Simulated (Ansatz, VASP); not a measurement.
## One calculation of NaCl, two programs

The input INCAR:

```
ALGO = Normal
EDIFF = 1E-6
ENCUT = 520
GGA = PE
ISIF = 2
ISMEAR = 0
LASPH = True
LCHARG = False
LREAL = False
LWAVE = False
NBANDS = 14
NELM = 80
PREC = Accurate
SIGMA = 0.05
```

The input KPOINTS:

```
k-points
0
Gamma
  8 8 8
```

POSCAR

```
NaCl
1.0
    0.0000000000      2.8165047863      2.8165047863
    2.8165047863      0.0000000000      2.8165047863
    2.8165047863      2.8165047863      0.0000000000
Na Cl
1 1
Direct
    0.0000000000      0.0000000000      0.0000000000
    0.5000000000      0.5000000000      0.5000000000
```

Input for Ansatz:

```yaml
crystal:
  lattice:
    - [0.0, 2.8165047863, 2.8165047863]
    - [2.8165047863, 0.0, 2.8165047863]
    - [2.8165047863, 2.8165047863, 0.0]
  atoms:
    - { symbol: Na, position: [0.0, 0.0, 0.0] }
    - { symbol: Cl, position: [0.5, 0.5, 0.5] }
basis:
  ecutwfc: 420
  ecutrho_ratio: 4
kpoints:
  mp_grid: { grid: [8, 8, 8] }
hamiltonian:
  xc: pbe
scf:
  occupations: { method: gaussian, width: 0.05 }
output:
  forces: true
  stress: true
  eigenvalues: true
```

Alike in both runs: task single point; functional PBE; k mesh 8 × 8 × 8; occupations gaussian, width 0.05 eV; no spin polarisation.

|  | VASP | Ansatz |
| --- | --- | --- |
| version | VASP 6.6.1 | Ansatz 0.2.0 |
| potentials or method | VASP PAW PBE potentials, release 64 (Na_pv, Cl), cutoff 520 eV | scalar-relativistic, plane waves, PAW |
| valence electrons in the cell | 14 | 16 |

|  | VASP | Ansatz | Ansatz less VASP |
| --- | --- | --- | --- |
| gap on the k mesh at the Fermi level (eV) | 5.12 | 5.12 | 0.000 |
| least direct gap on the mesh (eV) | 5.12 | 5.12 | 0.000 |
| pressure (GPa) | 0.8 | 0.9 | +0.03 |

VASP's potentials hold 14 valence electrons a cell and Ansatz's 16, so a difference there can come from the potentials and not from the codes.
